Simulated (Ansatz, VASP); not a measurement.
Two plane-wave programs on SiC

```
CELL_PARAMETERS angstrom
0.00000 2.08704 2.00008
2.08704 0.00000 2.00008
2.08704 2.08704 0.00000
ATOMIC_POSITIONS crystal
Si 0.00000 0.00000 0.00000
C 0.75000 0.75000 0.75000
```

Change from the starting cell: strain -0.040 along x and y, -0.080 along z, atoms carried along.

Alike in both runs: task single point; functional PBE; k mesh 12 × 12 × 12; occupations gaussian, width 0.05 eV; no spin polarisation.

|  | VASP | Ansatz |
| --- | --- | --- |
| version | VASP 6.6.1 | Ansatz 0.2.0 |
| potentials or method | VASP PAW PBE potentials, release 64 (Si, C), cutoff 520 eV | scalar-relativistic, plane waves, PAW |
| valence electrons in the cell | 8 | 8 |

VASP gave:

- gap on the k mesh at the Fermi level (eV): 0.71
- least direct gap on the mesh (eV): 4.64
- pressure (GPa): 56.5
- traceless stress, the component that is largest in VASP (GPa): 6.22

What did Ansatz give for the same quantities?

gap on the k mesh at the Fermi level (eV): 0.71; least direct gap on the mesh (eV): 4.65; pressure (GPa): 56.7; traceless stress, the component that is largest in VASP (GPa): 6.18.

Both programs put the cell under a high pressure, so it lies far from rest at this level. The functional is the same, so the differences come from potentials, cutoffs and numerics.
